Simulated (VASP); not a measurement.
## Si3F: relaxation of cell and atoms with PBE

Crystal: Si3F.

```
CELL_PARAMETERS angstrom
-2.54192 2.54192 2.54192
2.54192 -2.54192 2.54192
2.54192 2.54192 -2.54192
ATOMIC_POSITIONS crystal
Si 0.00000 0.50000 0.50000
Si 0.50000 0.00000 0.50000
Si 0.50000 0.50000 0.00000
F 0.00000 0.00000 0.00000
```

| Property | Result |
| --- | --- |
| Program | VASP 6.6.1 |
| Task | relaxation of cell and atoms |
| Functional | PBE |
| Potentials or basis | VASP PAW PBE potentials, release 64 (Si, F) |
| Cutoff | 600 eV |
| k mesh | 6 × 6 × 6 |
| Occupations | gaussian, width 0.1 eV |
| Spin | no spin polarisation |
| Dipole correction | no |
| Further INCAR settings | ALGO = Normal; EDIFF = 1e-07; IBRION = 2; EDIFFG = -0.04; NSW = 90; ISIF = 3 |

* Relaxed volume: 14.98 Å³/atom
* Relaxed cell: a = 4.270 Å, b = 4.270 Å, c = 4.270 Å, α = 109.47°, β = 109.47°, γ = 109.47°
* Space group after relaxing (to 0.05 Å): Im-3m (No. 229)
* Energy gained by relaxing: 33.8 meV/atom
* Ionic steps: 3
* Pressure after relaxing: 0.0 GPa

Step by step:
| step | energy change (eV) | largest force (eV/Å) | pressure (GPa) | volume (Å³) |
| --- | --- | --- | --- | --- |
| 1 | 0.0000 | 0.0000 | -6.95 | 65.70 |
| 2 | -0.1323 | 0.0000 | 1.26 | 59.16 |
| 3 | -0.1354 | 0.0000 | 0.04 | 59.94 |

Final structure:
```
CELL_PARAMETERS angstrom
-2.46533 2.46533 2.46533
2.46533 -2.46533 2.46533
2.46533 2.46533 -2.46533
ATOMIC_POSITIONS crystal
Si 0.00000 0.50000 0.50000
Si 0.50000 0.00000 0.50000
Si 0.50000 0.50000 0.00000
F 0.00000 0.00000 0.00000
```

Levels at points of the mesh, in eV from the Fermi level:
| k point | band 7 | band 8 | band 9 | band 10 | band 11 | band 12 |
| --- | --- | --- | --- | --- | --- | --- |
| (0.00, 0.00, 0.00) | -3.27 | -3.27 | -3.09 | -3.09 | 2.25 | 2.25 |
| (0.50, 0.00, 0.00) | -4.35 | -4.30 | -0.86 | 0.03 | 0.92 | 1.83 |
| (0.50, 0.50, 0.50) | -3.78 | -3.78 | -3.78 | -1.45 | 4.28 | 4.28 |

It took 48 s on 1 thread of Intel(R) Xeon(R) Platinum 8488C (Sapphire Rapids), on a shared host, peak memory 0.2 GiB.

Caveat: an odd number of electrons without spin polarisation forces a metal; a magnetic or distorted state may lie lower.
